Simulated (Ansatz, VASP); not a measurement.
# One calculation of Ca2Lu, two programs

```
Lu Ca
1.0
     2.44707    4.23845    0.00000
    -2.44707    4.23845    0.00000
     0.00000    0.00000    7.03540
Lu Ca
1 2
Cartesian
  0.0000 0.0000 0.0000
  -0.0002 2.8258 3.5177
  -0.0002 5.6511 3.5177
```

Alike in both runs: task single point; functional r2SCAN; k mesh 4 × 4 × 3; no spin polarisation.

```csv
,VASP,Ansatz
version,VASP 6.6.1,Ansatz 0.2.0
potentials or method,"VASP PAW PBE potentials, release 64 (Lu, Ca_sv), cutoff 520 eV",PAW plane waves
occupations,"fermi-dirac, width 0.1 eV",fermi-dirac
valence electrons in the cell,45,45
```

|  | VASP | Ansatz | Ansatz less VASP |
| --- | --- | --- | --- |
| gap on the k mesh at the Fermi level (eV) | none | none | - |
| pressure (GPa) | -2.4 | -2.5 | -0.05 |
| traceless stress, the component that is largest in VASP (GPa) | -6.49 | -6.47 | +0.020 |

VASP's potentials were made for PBE, not for r2SCAN. A gap of «none» marks a metal or a gap that the smearing closes. Ansatz's warnings: structure snapped to symmetry.

The k mesh is coarse, so the values compare programs but aren't converged. Neither program's run includes spin-orbit coupling.
